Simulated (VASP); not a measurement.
Here is a VASP 6.6.1 calculation.

Contents of INCAR:

```
SYSTEM = ZrRe
  ALGO = Normal
  EDIFF = 1E-6
  EDIFFG = -0.04
  ENCUT = 600
  GGA = PE
  IBRION = 2
  ISIF = 3
  ISMEAR = 0
  LASPH = .TRUE.
  LCHARG = .FALSE.
  LREAL = .FALSE.
  LWAVE = .FALSE.
  NELM = 80
  NSW = 90
  PREC = Accurate
  SIGMA = 0.1
```

KPOINTS

```
k-points
0
G
  6 6 6
  0 0 0
```

File POSCAR:

```
ZrRe
1.0
    1.3907930168      0.8029747227      4.4299333129
   -1.3907930168      0.8029747227      4.4299333129
    0.0000000000     -1.6059494453      4.4299333129
Zr Re
1 1
Direct
    0.0000000000      0.0000000000      0.0000000000
    0.5000000000      0.5000000000      0.5000000000
```

Potentials or basis: VASP PAW PBE potentials, release 64 (Zr_sv, Re).

Run with:

```console
$ cat potpaw_PBE.64/Zr_sv/POTCAR potpaw_PBE.64/Re/POTCAR > POTCAR
$ mpirun -np 1 vasp_std > vasp.out
```

**Question.** Estimate the relaxed volume.

**Answer.** 18.31 Å³/atom.

**Question.** What does it give for the relaxed cell?

**Answer.** a = 4.649 Å, b = 4.649 Å, c = 4.649 Å, α = 39.53°, β = 39.53°, γ = 39.53°.

Stress tensor (GPa, compression positive):
```
 0.16  0.00  0.00
 0.00  0.16  0.00
 0.00  0.00 -0.29
```

Caveat: the k points lie up to 0.39 Å⁻¹ apart in the final cell, too coarse for converged energies and pressures of a metal; the volume moved by over 15 % at a fixed basis, so the end points are rough.
